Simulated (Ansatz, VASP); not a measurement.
## MgO2: VASP beside Ansatz

File INCAR:

```
PREC = Accurate
ENCUT = 520
EDIFF = 1E-7
ISMEAR = 0
SIGMA = 0.1
LREAL = F
LASPH = T
NELM = 100
ALGO = Normal
ISIF = 2
LWAVE = F
LCHARG = T
GGA = PS
LELF = T
LVHAR = T
NBANDS = 14
```

The input KPOINTS:

```
Automatic mesh
0
Gamma
  9 9 9
```

Contents of POSCAR:

```
MgO2
1.0
    1.6047610000      0.9265090000      3.4939790000
   -1.6047610000      0.9265090000      3.4939790000
    0.0000000000     -1.8530180000      3.4939790000
Mg O
1 2
Direct
    0.0000000000      0.0000000000      0.0000000000
    0.4287860000      0.4287860000      0.4287860000
    0.5712140000      0.5712140000      0.5712140000
```

Input for Ansatz:

```yaml
crystal:
  lattice:
    - [1.604761, 0.926509, 3.493979]
    - [-1.604761, 0.926509, 3.493979]
    - [0.0, -1.853018, 3.493979]
  atoms:
    - { symbol: Mg, position: [0.0, 0.0, 0.0] }
    - { symbol: O, position: [0.428786, 0.428786, 0.428786] }
    - { symbol: O, position: [0.571214, 0.571214, 0.571214] }
kpoints:
  mp_grid:
    grid: [9, 9, 9]
hamiltonian:
  xc: pbesol
scf:
  occupations:
    method: gaussian
    width: 0.1
output:
  forces: true
  stress: true
```

Alike in both runs: task single point; functional PBEsol; k mesh 9 × 9 × 9; occupations gaussian, width 0.1 eV; no spin polarisation.

|  | VASP | Ansatz |
| --- | --- | --- |
| version | VASP 6.6.1 | Ansatz 0.2.0 |
| potentials or method | VASP PAW PBE potentials, release 64 (Mg, O) | plane waves, PAW |
| plane-wave cutoff (eV) | 520 | 420 |
| valence electrons in the cell | 14 | 22 |

```csv
,VASP,Ansatz,Ansatz less VASP
pressure (GPa),-5.0,-4.8,+0.19
"traceless stress, the component that is largest in VASP (GPa)",-1.12,-2.17,-1.047
rms of the force components (eV/Å),0.057,0.143,+0.0859
```

VASP's potentials were made for PBE, not for PBEsol. Atom by atom the forces differ by 0.086 eV/Å (rms over components). With one functional, cell and mesh, what is left measures potentials, basis and numerics. VASP's potentials hold 14 valence electrons a cell and Ansatz's 22, so a difference there can come from the potentials and not from the codes.
